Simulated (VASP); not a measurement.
# Al7P8 (F-43m) in VASP: a series of runs

Al7P8 is run at these levels: PBE; tasks: single point.

All numbers are computed with VASP 6.6.1; they aren't measurements. Logs are shortened: lines on timing, memory, paths and dates and some standing lists are left out, and cuts for length are marked.

## Step 1: The cell of the first run

The structure is cubic, space group F-43m (No. 216). Conventional cell: a = 10.920 Å, b = 10.920 Å, c = 10.920 Å, α = 90.00°, β = 90.00°, γ = 90.00°. Al (site symmetry 2mm) has 4 P at 2.36 Å within 3.1 Å. Within 3.1 Å of Al (site symmetry -43m) lie 4 P at 2.36 Å. Within 3.1 Å of P (site symmetry 3m) lie 3 Al at 2.36 Å. P (site symmetry 3m) has 4 Al at 2.36 Å within 3.1 Å.

## Step 2: Single point, PBE, collinear spin

Contents of INCAR:

```
SYSTEM = Al7P8
ALGO     = Normal         ! electronic algorithm
EDIFF    = 1E-6           ! SCF threshold, eV
ENCUT    = 500            ! plane-wave cutoff, eV
GGA      = PE             ! functional
GGA_COMPAT= .FALSE.      
ISIF     = 2              ! what is computed and relaxed
ISMEAR   = -1             ! smearing method
ISPIN    = 2              ! spin polarisation
LASPH    = .TRUE.         ! aspherical terms in the spheres
LCHARG   = .TRUE.         ! write CHGCAR
LELF     = .TRUE.         ! ELF
LORBIT   = 11             ! projections on sites
LREAL    = .FALSE.        ! projectors in reciprocal space
LVHAR    = .TRUE.       
LWAVE    = .FALSE.        ! write WAVECAR
MAGMOM   = 0 0 0 0 0 0 0 0.5 0.5 0.5 0.5 0.5 0.5 0.5 0.5 ! initial moments
NBANDS   = 48             ! bands
NELECT   = 62.0         
NELM     = 200            ! most SCF steps
PREC     = Accurate       ! precision mode
SIGMA    = 0.01           ! smearing width, eV
```

Contents of KPOINTS:

```
k-points
0
G
  1 1 1
  0 0 0
```

Contents of POSCAR:

```
Al7P8
1.0
    0.0000000000      5.4600000000      5.4600000000
    5.4600000000      0.0000000000      5.4600000000
    5.4600000000      5.4600000000      0.0000000000
Al P
7 8
Direct
    0.0000000000      0.0000000000      0.5000000000
    0.0000000000      0.5000000000      0.0000000000
    0.0000000000      0.5000000000      0.5000000000
    0.5000000000      0.0000000000      0.0000000000
    0.5000000000      0.0000000000      0.5000000000
    0.5000000000      0.5000000000      0.0000000000
    0.5000000000      0.5000000000      0.5000000000
    0.1250000000      0.1250000000      0.1250000000
    0.1250000000      0.1250000000      0.6250000000
    0.1250000000      0.6250000000      0.1250000000
    0.1250000000      0.6250000000      0.6250000000
    0.6250000000      0.1250000000      0.1250000000
    0.6250000000      0.1250000000      0.6250000000
    0.6250000000      0.6250000000      0.1250000000
    0.6250000000      0.6250000000      0.6250000000
```

Potentials or basis: VASP PAW PBE potentials, release 64 (Al, P).

The run is started by

```sh
cat potpaw_PBE.64/Al/POTCAR potpaw_PBE.64/P/POTCAR > POTCAR
mpirun -np 1 vasp_gam > vasp.out
```

OUTCAR:

```text
SYSTEM = Al7P8
   EDIFF = 1E-6
   ENCUT = 500
   GGA = PE
   ISIF = 2
   ISMEAR = -1
   ISPIN = 2
   LASPH = .TRUE.
   LORBIT = 11
   LREAL = .FALSE.
   NELECT = 62.0
   NELM = 200
   PREC = Accurate

 ion  position               nearest neighbor table
   1  0.000  0.000  0.500-   8 2.36   9 2.36  11 2.36  13 2.36
   2  0.000  0.500  0.000-   8 2.36  10 2.36  11 2.36  14 2.36
   3  0.000  0.500  0.500-   9 2.36  10 2.36  11 2.36  15 2.36
   4  0.500  0.000  0.000-   8 2.36  12 2.36  13 2.36  14 2.36
   5  0.500  0.000  0.500-   9 2.36  12 2.36  13 2.36  15 2.36
   6  0.500  0.500  0.000-  10 2.36  12 2.36  14 2.36  15 2.36
   7  0.500  0.500  0.500-  11 2.36  13 2.36  14 2.36  15 2.36
   8  0.125  0.125  0.125-   1 2.36   2 2.36   4 2.36
   9  0.125  0.125  0.625-   1 2.36   3 2.36   5 2.36
  10  0.125  0.625  0.125-   2 2.36   3 2.36   6 2.36
  11  0.125  0.625  0.625-   1 2.36   2 2.36   3 2.36   7 2.36
  12  0.625  0.125  0.125-   4 2.36   5 2.36   6 2.36
  13  0.625  0.125  0.625-   1 2.36   4 2.36   5 2.36   7 2.36
  14  0.625  0.625  0.125-   2 2.36   4 2.36   6 2.36   7 2.36
  15  0.625  0.625  0.625-   3 2.36   5 2.36   6 2.36   7 2.36

  LATTYP: Found a face centered cubic cell.
 ALAT       =    10.9200000000

  Lattice vectors:

 A1 = (   0.0000000000,   5.4600000000,   5.4600000000)
 A2 = (   5.4600000000,   0.0000000000,   5.4600000000)
 A3 = (   5.4600000000,   5.4600000000,   0.0000000000)

Analysis of symmetry for initial positions (statically):
=====================================================================
 Subroutine PRICEL returns:
 Original cell was already a primitive cell.

 Routine SETGRP: Setting up the symmetry group for a
 face centered cubic supercell.

 Subroutine GETGRP returns: Found 24 space group operations
 (whereof 24 operations were pure point group operations)
 out of a pool of 48 trial point group operations.

The static configuration has the point symmetry T_d .

Analysis of symmetry for dynamics (positions and initial velocities):
=====================================================================
 Subroutine PRICEL returns:
 Original cell was already a primitive cell.

 Routine SETGRP: Setting up the symmetry group for a
 face centered cubic supercell.

 Subroutine GETGRP returns: Found 24 space group operations
 (whereof 24 operations were pure point group operations)
 out of a pool of 48 trial point group operations.

[... 219 lines left out ...]
 spin component 2

 k-point     1 :       0.0000    0.0000    0.0000
  band No.  band energies     occupation
      1      -7.1601      1.00000
      2      -5.5443      1.00000
      3      -5.5443      1.00000
      4      -5.5443      1.00000
      5      -4.9921      1.00000
      6      -4.4035      1.00000
[... 35 lines left out ...]
     42       7.4673      0.00000
     43       8.5857      0.00000
 [bands above 43 left out]

------------------------ aborting loop because EDIFF is reached ----------------------------------------

  FORCE on cell =-STRESS in cart. coord.  units (eV):
  Direction    XX          YY          ZZ          XY          YZ          ZX
  --------------------------------------------------------------------------------------
  -------------------------------------------------------------------------------------
  Total       22.4130327     22.4130327     22.4130327      0.0000000      0.0000000      0.0000000
  in kB      110.3070535    110.3070535    110.3070535      0.0000000      0.0000000      0.0000000
  external PRESSURE =     110.3070535 kB  Pullay stress =       0.0000000 kB

 VOLUME and BASIS-vectors are now :
 -----------------------------------------------------------------------------
  energy-cutoff  :      500.00
  volume of cell :      325.54
      direct lattice vectors                 reciprocal lattice vectors
     0.000000000  5.460000000  5.460000000    -0.091575092  0.091575092  0.091575092
     5.460000000  0.000000000  5.460000000     0.091575092 -0.091575092  0.091575092
     5.460000000  5.460000000  0.000000000     0.091575092  0.091575092 -0.091575092

 POSITION                                       TOTAL-FORCE (eV/Angst)
 -----------------------------------------------------------------------------------
      2.73000      2.73000      0.00000        -0.000000     -0.000000      0.501049
      2.73000      0.00000      2.73000        -0.000000      0.501049     -0.000000
      5.46000      2.73000      2.73000        -0.501049     -0.000000     -0.000000
      0.00000      2.73000      2.73000         0.501049     -0.000000     -0.000000
      2.73000      5.46000      2.73000        -0.000000     -0.501049     -0.000000
      2.73000      2.73000      5.46000        -0.000000     -0.000000     -0.501049
      5.46000      5.46000      5.46000        -0.000000     -0.000000     -0.000000
      1.36500      1.36500      1.36500         0.438284      0.438284      0.438284
      4.09500      4.09500      1.36500        -0.438284     -0.438284      0.438284
      4.09500      1.36500      4.09500        -0.438284      0.438284     -0.438284
      6.82500      4.09500      4.09500         0.037730     -0.037730     -0.037730
      1.36500      4.09500      4.09500         0.438284     -0.438284     -0.438284
      4.09500      6.82500      4.09500        -0.037730      0.037730     -0.037730
      4.09500      4.09500      6.82500        -0.037730     -0.037730      0.037730
      6.82500      6.82500      6.82500         0.037730      0.037730      0.037730
 -----------------------------------------------------------------------------------
    total drift:                               -0.000000     -0.000000     -0.000000

  FREE ENERGIE OF THE ION-ELECTRON SYSTEM (eV)
  ---------------------------------------------------
  free  energy   TOTEN  =       -57.1791604520 eV

  energy  without entropy=      -57.1600650270  energy(sigma->0) =      -57.16961274

 total charge

# of ion       s       p       d       tot
------------------------------------------
    1        0.348   0.419   0.000   0.767
    2        0.348   0.419   0.000   0.767
    3        0.348   0.419   0.000   0.767
    4        0.348   0.419   0.000   0.767
    5        0.348   0.419   0.000   0.767
    6        0.348   0.419   0.000   0.767
    7        0.345   0.421   0.000   0.766
    8        0.983   1.629   0.000   2.613
    9        0.983   1.629   0.000   2.613
   10        0.983   1.629   0.000   2.613
   11        0.936   1.763   0.000   2.699
   12        0.983   1.629   0.000   2.613
   13        0.936   1.763   0.000   2.699
   14        0.936   1.763   0.000   2.699
   15        0.936   1.763   0.000   2.699
--------------------------------------------------
tot         10.113  16.500   0.000  26.613

 magnetization (x)

# of ion       s       p       d       tot
------------------------------------------
    1       -0.003  -0.003   0.000  -0.006
    2       -0.003  -0.003   0.000  -0.006
    3       -0.003  -0.003   0.000  -0.006
    4       -0.003  -0.003   0.000  -0.006
    5       -0.003  -0.003   0.000  -0.006
    6       -0.003  -0.003   0.000  -0.006
    7       -0.000  -0.001   0.000  -0.001
    8        0.014   0.240   0.000   0.253
    9        0.014   0.240   0.000   0.253
   10        0.014   0.240   0.000   0.253
   11       -0.001   0.004   0.000   0.003
   12        0.014   0.240   0.000   0.253
   13       -0.001   0.004   0.000   0.003
   14       -0.001   0.004   0.000   0.003
   15       -0.001   0.004   0.000   0.003
--------------------------------------------------
tot          0.032   0.956   0.000   0.988
```

OSZICAR:

```text
N       E                     dE             d eps       ncg     rms          rms(c)
DAV:   1     0.329149880090E+03    0.32915E+03   -0.26470E+04   192   0.110E+03
DAV:   2    -0.266236670521E+02   -0.35577E+03   -0.31838E+03   272   0.184E+02
DAV:   3    -0.607177205614E+02   -0.34094E+02   -0.32922E+02   224   0.553E+01
DAV:   4    -0.616674489454E+02   -0.94973E+00   -0.93965E+00   240   0.110E+01
DAV:   5    -0.616888408374E+02   -0.21392E-01   -0.21373E-01   224   0.176E+00    0.137E+01
DAV:   6    -0.576518096497E+02    0.40370E+01   -0.79930E+00   216   0.722E+00    0.900E+00
DAV:   7    -0.571136690080E+02    0.53814E+00   -0.27369E+00   208   0.442E+00    0.525E+00
DAV:   8    -0.571520611194E+02   -0.38392E-01   -0.15313E-01   216   0.136E+00    0.307E+00
DAV:   9    -0.571723762592E+02   -0.20315E-01   -0.41136E-02   216   0.730E-01    0.595E-01
DAV:  10    -0.571760394048E+02   -0.36631E-02   -0.79053E-03   224   0.313E-01    0.303E-01
DAV:  11    -0.571776311357E+02   -0.15917E-02   -0.22913E-03   232   0.173E-01    0.160E-01
DAV:  12    -0.571789267593E+02   -0.12956E-02   -0.14302E-03   208   0.136E-01    0.707E-02
DAV:  13    -0.571790681309E+02   -0.14137E-03   -0.13198E-04   224   0.396E-02    0.558E-02
DAV:  14    -0.571791308707E+02   -0.62740E-04   -0.54432E-05   216   0.257E-02    0.256E-02
DAV:  15    -0.571791598054E+02   -0.28935E-04   -0.33650E-05   192   0.209E-02    0.884E-03
DAV:  16    -0.571791604520E+02   -0.64665E-06   -0.24215E-06   200   0.605E-03
   1 F= -.57179160E+02 E0= -.57169613E+02  d E =-.190954E-01  mag=     2.0000
```

stdout:

```text
POSCAR found type information on POSCAR AlP
 POSCAR found :  2 types and      15 ions
 scaLAPACK will be used
 LDA part: xc-table for (Slater+PW92), standard interpolation
 POSCAR, INCAR and KPOINTS ok, starting setup
 FFT: planning ... GRIDC
 FFT: planning ... GRID_SOFT
 FFT: planning ... GRID
 WAVECAR not read
 entering main loop
 the old and the new charge density differ
 old charge density:    61.00000 new   62.00000
    0.137E+01
```

Run time: 1.7 min. Hardware: 1 thread of AMD EPYC 7R13, shared host; peak memory 0.49 GiB.

What came out:

```yaml
Free_energy: -57.1792 eV
Net_moment: 2.00 μB per cell
Site_moments: Al -0.01, -0.00 (each value once); P +0.25, +0.00 (each value once) μB
Valence_electrons_inside_the_program's_atomic_spheres: Al 0.77; P 2.61, 2.70 (each value once)
```

Caveat: the k points lie up to 1.00 Å⁻¹ apart; the cell carries a net charge on a neutralising background, which shifts energy and pressure; the cell is charged against a uniform background, so pressure and absolute levels hang on convention; semilocal functionals underestimate gaps, so a narrow gap can read as zero.

## Step 3: Single point, PBE, collinear spin

Contents of INCAR:

```
ALGO     = Normal         # electronic algorithm
EDIFF    = 1E-6           # SCF threshold, eV
ENCUT    = 500            # plane-wave cutoff, eV
GGA      = PE             # functional
GGA_COMPAT= F            
ISIF     = 2              # what is computed and relaxed
ISMEAR   = -1             # smearing method
ISPIN    = 2              # spin polarisation
LASPH    = T              # aspherical terms in the spheres
LCHARG   = F              # write CHGCAR
LORBIT   = 11             # projections on sites
LREAL    = F              # projectors in reciprocal space
LWAVE    = F              # write WAVECAR
MAGMOM   = 0 0 0 0 0 0 0 0.5 0.5 0.5 0.5 0.5 0.5 0.5 0.5 # initial moments
NBANDS   = 48             # bands
NELECT   = 62.0         
NELM     = 200            # most SCF steps
PREC     = Accurate       # precision mode
SIGMA    = 0.01           # smearing width, eV
```

Contents of KPOINTS:

```
k-points
0
Gamma
  1 1 1
```

POSCAR is that of step 2.

Potentials or basis: VASP PAW PBE potentials, release 64 (Al, P).

The run is started by

```sh
cat potpaw_PBE.64/Al/POTCAR potpaw_PBE.64/P/POTCAR > POTCAR
mpirun -np 1 vasp_gam > vasp.out
```

Run time: 87 s. Hardware: 1 thread of AMD EPYC 7R13, shared host; peak memory 0.49 GiB.

It converged, with:

```
Free energy                                           : -57.1792 eV
Net moment                                            : 2.00 μB per cell
Site moments                                          : Al -0.01, -0.00 (each value once); P +0.25, +0.00 (each value once) μB
Valence electrons inside the program's atomic spheres : Al 0.77; P 2.61, 2.70 (each value once)
```

Levels at points of the mesh, in eV from the Fermi level:
Spin up:
```csv
k point,band 30,band 31,band 32,band 33,band 34,band 35
"(0.00, 0.00, 0.00)",-0.64,-0.64,-0.64,0.32,0.32,0.32
```
Spin down:
```tsv
k point	band 27	band 28	band 29	band 30	band 31	band 32
(0.00, 0.00, 0.00)	-1.61	-1.61	-1.61	0.01	0.01	0.01
```

Caveat: the k points lie up to 1.00 Å⁻¹ apart; the cell carries a net charge on a neutralising background, which shifts energy and pressure; the cell is charged against a uniform background, so pressure and absolute levels hang on convention; semilocal functionals underestimate gaps, so a narrow gap can read as zero.
